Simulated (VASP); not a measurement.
# KRb2WF6 (Fm-3m) in VASP: single point with PBE

Aim: the single point of KRb2WF6 with PBE.

Everything below comes from runs of VASP 6.6.1. Logs are shortened: lines on timing, memory, paths and dates and some standing lists are left out, and cuts for length are marked.

### 1 The cell of the first run

The structure is cubic, space group Fm-3m (No. 225). The conventional cell has a = 9.206 Å, b = 9.206 Å, c = 9.206 Å, α = 90.00°, β = 90.00°, γ = 90.00°. Rb (site symmetry -43m) has 12 F at 3.26 Å and 4 K at 3.99 Å and 4 W at 3.99 Å within 4.3 Å. Within 3.3 Å of K (site symmetry m-3m) lie 6 F at 2.54 Å. Within 2.7 Å of F (site symmetry 4mm) lie 1 W at 2.07 Å and 1 K at 2.54 Å. Within 2.7 Å of W (site symmetry m-3m) lie 6 F at 2.07 Å.

### 2 Single point, PBE

Input file INCAR:

```
SYSTEM = KRb2WF6
  PREC = Accurate
  ENCUT = 1350
  EDIFF = 1E-6
  ISMEAR = 1
  SIGMA = 0.0436
  LREAL = .False.
  LASPH = .True.
  NELM = 120
  ALGO = Normal
  ISIF = 2
  LWAVE = .False.
  LCHARG = .False.
  GGA = PE
  NBANDS = 52
  GGA_COMPAT = .False.
```

Input file KPOINTS:

```
regular mesh
0
Gamma
  5 5 5
  0 0 0
```

Input file POSCAR:

```
KRb2WF6
1.0
    0.0000000000      4.6030135640      4.6030135640
    4.6030135640      0.0000000000      4.6030135640
    4.6030135640      4.6030135640      0.0000000000
Rb K F W
2 1 6 1
Direct
    0.2500000000      0.2500000000      0.2500000000
    0.7500000000      0.7500000000      0.7500000000
    0.5000000000      0.5000000000      0.5000000000
    0.7753672086      0.2246327914      0.2246327914
    0.2246327914      0.7753672086      0.2246327914
    0.2246327914      0.7753672086      0.7753672086
    0.7753672086      0.2246327914      0.7753672086
    0.2246327914      0.2246327914      0.7753672086
    0.7753672086      0.7753672086      0.2246327914
    0.0000000000      0.0000000000      0.0000000000
```

Potentials or basis: VASP PAW PBE potentials, release 64 (Rb_sv, K_sv, F_h, W_sv).

Run with:

```sh
cat potpaw_PBE.64/Rb_sv/POTCAR potpaw_PBE.64/K_sv/POTCAR potpaw_PBE.64/F_h/POTCAR potpaw_PBE.64/W_sv/POTCAR > POTCAR
mpirun -np 1 vasp_std > vasp.out
```

OUTCAR:

```text
SYSTEM = KRb2WF6
   PREC = Accurate
   ENCUT = 1350
   EDIFF = 1E-6
   ISMEAR = 1
   LREAL = .False.
   LASPH = .True.
   NELM = 120
   ISIF = 2
   GGA = PE

 ion  position               nearest neighbor table
   1  0.250  0.250  0.250-   4 3.26   7 3.26   9 3.26   5 3.26   6 3.26   9 3.26   6 3.26   7 3.26
                             8 3.26   4 3.26   5 3.26   8 3.26  10 3.99  10 3.99  10 3.99   3 3.99
   2  0.750  0.750  0.750-   6 3.26   7 3.26   9 3.26   4 3.26   5 3.26   9 3.26   4 3.26   7 3.26
                             8 3.26   5 3.26   6 3.26   8 3.26   3 3.99  10 3.99  10 3.99   3 3.99
   3  0.500  0.500  0.500-   4 2.54   5 2.54   6 2.54   7 2.54   8 2.54   9 2.54   1 3.99   1 3.99
                             1 3.99   2 3.99   2 3.99   2 3.99   2 3.99   1 3.99
   4  0.775  0.225  0.225-  10 2.07   3 2.54   1 3.26   2 3.26   2 3.26   1 3.26
   5  0.225  0.775  0.225-  10 2.07   3 2.54   1 3.26   2 3.26   2 3.26   1 3.26
   6  0.225  0.775  0.775-  10 2.07   3 2.54   2 3.26   2 3.26   1 3.26   1 3.26
   7  0.775  0.225  0.775-  10 2.07   3 2.54   2 3.26   2 3.26   1 3.26   1 3.26
   8  0.225  0.225  0.775-  10 2.07   3 2.54   1 3.26   2 3.26   2 3.26   1 3.26
   9  0.775  0.775  0.225-  10 2.07   3 2.54   2 3.26   2 3.26   1 3.26   1 3.26
  10  0.000  0.000  0.000-   4 2.07   5 2.07   6 2.07   7 2.07   8 2.07   9 2.07   2 3.99   2 3.99
                             2 3.99   1 3.99   1 3.99   1 3.99   2 3.99   1 3.99

  LATTYP: Found a face centered cubic cell.
 ALAT       =     9.2060271280

  Lattice vectors:

 A1 = (   0.0000000000,   4.6030135640,   4.6030135640)
 A2 = (   4.6030135640,   0.0000000000,   4.6030135640)
 A3 = (   4.6030135640,   4.6030135640,   0.0000000000)

Analysis of symmetry for initial positions (statically):
=====================================================================
 Subroutine PRICEL returns:
 Original cell was already a primitive cell.

 Routine SETGRP: Setting up the symmetry group for a
 face centered cubic supercell.

 Subroutine GETGRP returns: Found 48 space group operations
 (whereof 48 operations were pure point group operations)
 out of a pool of 48 trial point group operations.

The static configuration has the point symmetry O_h .

Analysis of symmetry for dynamics (positions and initial velocities):
=====================================================================
 Subroutine PRICEL returns:
 Original cell was already a primitive cell.

 Routine SETGRP: Setting up the symmetry group for a
 face centered cubic supercell.

 Subroutine GETGRP returns: Found 48 space group operations
 (whereof 48 operations were pure point group operations)
 out of a pool of 48 trial point group operations.

The dynamic configuration has the point symmetry O_h .

 Subroutine INISYM returns: Found 48 space group operations
 (whereof 48 operations are pure point group operations),
 and found     1 'primitive' translations

----------------------------------------------------------------------------------------

                                     Primitive cell

  volume of cell :     195.0549

  direct lattice vectors                    reciprocal lattice vectors
     0.000000000  4.603013564  4.603013564    -0.108624490  0.108624490  0.108624490
     4.603013564  0.000000000  4.603013564     0.108624490 -0.108624490  0.108624490
     4.603013564  4.603013564  0.000000000     0.108624490  0.108624490 -0.108624490

  length of vectors
     6.509644210  6.509644210  6.509644210     0.188143135  0.188143135  0.188143135

  position of ions in fractional coordinates (direct lattice)
     0.250000000  0.250000000  0.250000000
     0.750000000  0.750000000  0.750000000
     0.500000000  0.500000000  0.500000000
     0.775367209  0.224632791  0.224632791
     0.224632791  0.775367209  0.224632791
     0.224632791  0.775367209  0.775367209
     0.775367209  0.224632791  0.775367209
     0.224632791  0.224632791  0.775367209
     0.775367209  0.775367209  0.224632791
     0.000000000  0.000000000  0.000000000

  ion indices of the primitive-cell ions
   primitive index   ion index
                 1           1
                 2           2
                 3           3
                 4           4
                 5           5
                 6           6
                 7           7
                 8           8
                 9           9
                10          10

----------------------------------------------------------------------------------------

 KPOINTS: regular mesh

Automatic generation of k-mesh.
 Grid dimensions read from file:
 generate k-points for:    5    5    5

 Generating k-lattice:

  Cartesian coordinates                     Fractional coordinates (reciprocal lattice)
    -0.021724898  0.021724898  0.021724898     0.200000000  0.000000000  0.000000000
     0.021724898 -0.021724898  0.021724898     0.000000000  0.200000000  0.000000000
     0.021724898  0.021724898 -0.021724898     0.000000000  0.000000000  0.200000000

  Length of vectors
     0.037628627  0.037628627  0.037628627

  Shift w.r.t. Gamma in fractional coordinates (k-lattice)
     0.000000000  0.000000000  0.000000000

 Subroutine IBZKPT returns following result:
 ===========================================

 Found     10 irreducible k-points:

 Following reciprocal coordinates:
            Coordinates               Weight
  0.000000  0.000000  0.000000      1.000000
  0.200000  0.000000  0.000000      8.000000
  0.400000  0.000000  0.000000      8.000000
  0.200000  0.200000  0.000000      6.000000
  0.400000  0.200000  0.000000     24.000000
 -0.400000  0.200000  0.000000     24.000000
 -0.200000  0.200000  0.000000     12.000000
  0.400000  0.400000  0.000000      6.000000
 -0.400000  0.400000  0.000000     12.000000
 -0.400000  0.400000  0.200000     24.000000
   k-points           NKPTS =     10   k-points in BZ     NKDIM =     10   number of bands    NBANDS=     52
   number of dos      NEDOS =    301   number of ions     NIONS =     10
   total plane-waves  NPLWV = 512000
   dimension x,y,z NGX =    80 NGY =   80 NGZ =   80
   dimension x,y,z NGXF=   160 NGYF=  160 NGZF=  160
   ions per type =               2   1   6   1
   NGX,Y,Z   is equivalent  to a cutoff of  20.43, 20.43, 20.43 a.u.
   NGXF,Y,Z  is equivalent  to a cutoff of  40.86, 40.86, 40.86 a.u.
 SYSTEM =  KRb2WF6
   PREC   = accura    normal or accurate (medium, high low for compatibility)
   ISTART =      0    job   : 0-new  1-cont  2-samecut
   ICHARG =      2    charge: 1-file 2-atom 10-const
   ISPIN  =      1    spin polarized calculation?
   LNONCOLLINEAR =      F non collinear calculations
   LSORBIT =      F    spin-orbit coupling
   LASPH  =      T    aspherical Exc in radial PAW
   ENCUT  = 1350.0 eV  99.22 Ry    9.96 a.u.  19.50 19.50 19.50*2*pi/ulx,y,z
   NELM   =    120;   NELMIN=  2; NELMDL= -5     # of ELM steps
   EDIFF  = 0.1E-05   stopping-criterion for ELM
   LREAL  =      F    real-space projection
   EDIFFG = 0.1E-04   stopping-criterion for IOM
   NSW    =      0    number of steps for IOM
   IBRION =     -1    ionic relax: 0-MD 1-quasi-New 2-CG
   NFREE  =      0    steps in history (QN), initial steepest desc. (CG)
   ISIF   =      2    stress and relaxation
   ISYM   =      2    0-nonsym 1-usesym 2-fastsym
   POTIM  = 0.5000    time-step for ionic-motion
   TEBEG  =    0.0;   TEEND  =   0.0 temperature during run
   PSTRESS=    0.0 pullay stress
   NELECT =      83.0000    total number of electrons
   NUPDOWN=      -1.0000    fix difference up-down
   EMIN   =  10.00;   EMAX   =-10.00  energy-range for DOS
   EFERMI =   0.00;   METHOD = LEGACY
   ISMEAR =     1;   SIGMA  =   0.04  broadening in eV -4-tet -1-fermi 0-gaus
   EFERMI_NEDOS =   21; number of points for ismear=-14 and -15
   IALGO  =     38    algorithm
   IMIX   =      4    mixing-type and parameters
     AMIX     =   0.40;   BMIX     =  1.00
     AMIX_MAG =   1.60;   BMIX_MAG =  1.00
  volume/ion in A,a.u.               =      19.51       131.63
  Fermi-wavevector in a.u.,A,eV,Ry     =   1.231351  2.326916 20.629504  1.516226
  Thomas-Fermi vector in A             =   2.366164
   LORBIT       =      0    0 simple, 1 ext, 2 COOP (PROOUT), +10 PAW based schemes
   GGA     = PE    functional components
   LHFCALC =     F    Hartree Fock is set to
   AEXX    =    0.0000 exact exchange contribution
   IVDW    =     0    specifies the selected vdW correction
   LEPSILON=     F    determine dielectric tensor
   LRPA    =     F    only Hartree local field effects (RPA)
 non-spin polarized calculation
 Methfessel and Paxton  Order N= 1 SIGMA  =   0.04
  energy-cutoff  :     1350.00
  volume of cell :      195.05
 maximum number of plane-waves:     22123
 NGX is ok and might be reduce to    80
   NGX = 39   NGY = 39   NGZ = 39

 number of electron      82.9999995 magnetization

 Free energy of the ion-electron system (eV)
  ---------------------------------------------------
  ext. energy  EPLUGINS =         0.00000000
  ---------------------------------------------------
  free energy    TOTEN  =       -50.15045983 eV

  energy without entropy =      -50.13980676  energy(sigma->0) =      -50.14690881

 E-fermi :   3.9345     XC(G=0):  -8.4761

 val. band max:        3.9318429563   @ k =   0.4000   0.0000   0.0000
 cond. band min:       3.9349395845   @ k =  -0.4000   0.2000   0.0000
 fundamental gap:      0.0030966283
 Fermi energy:         3.9345236205

 k-point     1 :       0.0000    0.0000    0.0000
  band No.  band energies     occupation
      1     -71.5412      2.00000
      2     -35.8669      2.00000
      3     -35.8669      2.00000
      4     -35.8669      2.00000
      5     -27.6074      2.00000
      6     -25.4044      2.00000
[... 44 lines left out ...]
     51       7.5850      0.00000
     52       8.3787      0.00000

 k-point     2 :       0.2000    0.0000    0.0000
  band No.  band energies     occupation
      1     -71.5412      2.00000
      2     -35.8669      2.00000
      3     -35.8669      2.00000
      4     -35.8669      2.00000
      5     -27.6071      2.00000
      6     -25.4019      2.00000
[... 44 lines left out ...]
     51       7.7144      0.00000
     52       7.9537      0.00000

 k-point     3 :       0.4000    0.0000    0.0000
  band No.  band energies     occupation
      1     -71.5412      2.00000
      2     -35.8669      2.00000
      3     -35.8669      2.00000
      4     -35.8668      2.00000
      5     -27.6066      2.00000
      6     -25.3961      2.00000
[... 44 lines left out ...]
     51       7.9621      0.00000
     52       7.9919      0.00000
[... 276 lines left out ...]
 k-point     9 :      -0.4000    0.4000    0.0000
  band No.  band energies     occupation
      1     -71.5412      2.00000
      2     -35.8669      2.00000
      3     -35.8669      2.00000
      4     -35.8669      2.00000
      5     -27.6067      2.00000
      6     -25.3944      2.00000
[... 44 lines left out ...]
     51       8.3445      0.00000
     52       8.3741      0.00000

 k-point    10 :      -0.4000    0.4000    0.2000
  band No.  band energies     occupation
      1     -71.5412      2.00000
      2     -35.8669      2.00000
      3     -35.8669      2.00000
      4     -35.8669      2.00000
      5     -27.6066      2.00000
      6     -25.3941      2.00000
[... 44 lines left out ...]
     51       7.9998      0.00000
     52       8.2448      0.00000

------------------------ aborting loop because EDIFF is reached ----------------------------------------

  FORCE on cell =-STRESS in cart. coord.  units (eV):
  Direction    XX          YY          ZZ          XY          YZ          ZX
  --------------------------------------------------------------------------------------
  -------------------------------------------------------------------------------------
  Total        0.1888628      0.1888628      0.1888628      0.0000000      0.0000000      0.0000000
  in kB        1.5513157      1.5513157      1.5513157      0.0000000      0.0000000      0.0000000
  external PRESSURE =       1.5513157 kB  Pullay stress =       0.0000000 kB

 VOLUME and BASIS-vectors are now :
 -----------------------------------------------------------------------------
  energy-cutoff  :     1350.00
  volume of cell :      195.05
      direct lattice vectors                 reciprocal lattice vectors
     0.000000000  4.603013564  4.603013564    -0.108624490  0.108624490  0.108624490
     4.603013564  0.000000000  4.603013564     0.108624490 -0.108624490  0.108624490
     4.603013564  4.603013564  0.000000000     0.108624490  0.108624490 -0.108624490

 POSITION                                       TOTAL-FORCE (eV/Angst)
 -----------------------------------------------------------------------------------
      2.30151      2.30151      2.30151        -0.000000     -0.000000      0.000000
      6.90452      6.90452      6.90452        -0.000000     -0.000000      0.000000
      4.60301      4.60301      4.60301        -0.000000     -0.000000     -0.000000
      2.06798      4.60301      4.60301         0.086626     -0.000000     -0.000000
      4.60301      2.06798      4.60301        -0.000000      0.086626     -0.000000
      7.13805      4.60301      4.60301        -0.086626     -0.000000     -0.000000
      4.60301      7.13805      4.60301        -0.000000     -0.086626     -0.000000
      4.60301      4.60301      2.06798        -0.000000     -0.000000      0.086626
      4.60301      4.60301      7.13805        -0.000000     -0.000000     -0.086626
      0.00000      0.00000      0.00000        -0.000000     -0.000000      0.000000
 -----------------------------------------------------------------------------------
    total drift:                               -0.000000     -0.000000     -0.000000

  FREE ENERGIE OF THE ION-ELECTRON SYSTEM (eV)
  ---------------------------------------------------
  free  energy   TOTEN  =       -50.1504598310 eV

  energy  without entropy=      -50.1398067610  energy(sigma->0) =      -50.14690881
```

It took 9.4 min on 1 thread of Intel Xeon Platinum 8259CL at 2.50GHz (Skylake/Cascade Lake), shared host; peak memory 1.2 GiB.

Results:

```yaml
Free_energy: -50.1505 eV
Pressure: 0.2 GPa
Largest_force: 0.087 eV/Å
Band_gap_on_the_k_mesh: zero (an odd number of electrons rules out a gap without spin polarisation)
```

Forces on the atoms (eV/Å):
```
Rb   0.000  0.000  0.000
Rb   0.000  0.000  0.000
K    0.000  0.000  0.000
F    0.087  0.000  0.000
F    0.000  0.087  0.000
F   -0.087  0.000  0.000
F    0.000 -0.087  0.000
F    0.000  0.000  0.087
F    0.000  0.000 -0.087
W    0.000  0.000  0.000
```

Caveat: spin-orbit coupling is left out, which moves the levels of the heavy elements; an odd number of electrons without spin polarisation forces a metal; a magnetic or distorted state may lie lower.
